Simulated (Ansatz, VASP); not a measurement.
Ga in VASP and in Ansatz

INCAR

```
SYSTEM = Ga
ALGO = Normal
EDIFF = 1E-7
ENCUT = 520
GGA = PE
ISIF = 2
ISMEAR = 0
LASPH = .True.
LCHARG = .True.
LELF = .True.
LREAL = .False.
LVHAR = .True.
LWAVE = .False.
NBANDS = 34
NELM = 100
PREC = Accurate
SIGMA = 0.1
```

KPOINTS

```
k-points
0
Gamma
  10 10 10
  0 0 0
```

Contents of POSCAR:

```
Ga
1.0
    3.5979778093     -2.3797232363      0.0501929794
    3.5979778093      2.3797232363      0.0501929794
    0.0590205401      0.0000000000      4.6787354998
Ga
4
Direct
    1.0265265002      0.3085632159      0.2481048704
    0.3085632159      1.0265265002      0.7481048704
   -0.0265265002      0.6914367841      0.7518951296
    0.6914367841     -0.0265265002      0.2518951296
```

Input for Ansatz:

```yaml
crystal:
  lattice:
    - [3.5979778093, -2.3797232363, 0.0501929794]
    - [3.5979778093, 2.3797232363, 0.0501929794]
    - [0.0590205401, 0.0, 4.6787354998]
  atoms:
    - { symbol: Ga, position: [1.0265265002, 0.3085632159, 0.2481048704] }
    - { symbol: Ga, position: [0.3085632159, 1.0265265002, 0.7481048704] }
    - { symbol: Ga, position: [-0.0265265002, 0.6914367841, 0.7518951296] }
    - { symbol: Ga, position: [0.6914367841, -0.0265265002, 0.2518951296] }
basis:
  ecutwfc: 420
kpoints:
  mp_grid: { grid: [10, 10, 10] }
hamiltonian:
  xc: pbe
scf:
  occupations: { method: gaussian, width: 0.1 }
output:
  forces: true
  stress: true
  eigenvalues: true
```

Alike in both runs: task single point; functional PBE; k mesh 10 × 10 × 10; occupations gaussian, width 0.1 eV; no spin polarisation.

|  | VASP | Ansatz |
| --- | --- | --- |
| version | VASP 6.6.1 | Ansatz 0.2.0 |
| potentials or method | VASP PAW PBE potentials, release 64 (Ga_d), cutoff 520 eV | scalar-relativistic, plane waves, PAW |
| valence electrons in the cell | 52 | 52 |

|  | VASP | Ansatz | Ansatz less VASP |
| --- | --- | --- | --- |
| gap on the k mesh at the Fermi level (eV) | none | none | - |
| pressure (GPa) | 4.6 | 4.5 | -0.15 |
| traceless stress, the component that is largest in VASP (GPa) | 4.70 | 4.70 | +0.005 |
| rms of the force components (eV/Å) | 0.325 | 0.325 | -0.0004 |

Atom by atom the forces differ by 0.001 eV/Å (rms over components). A gap of «none» marks a metal or a gap that the smearing closes. With one functional, cell and mesh, what is left measures potentials, basis and numerics.
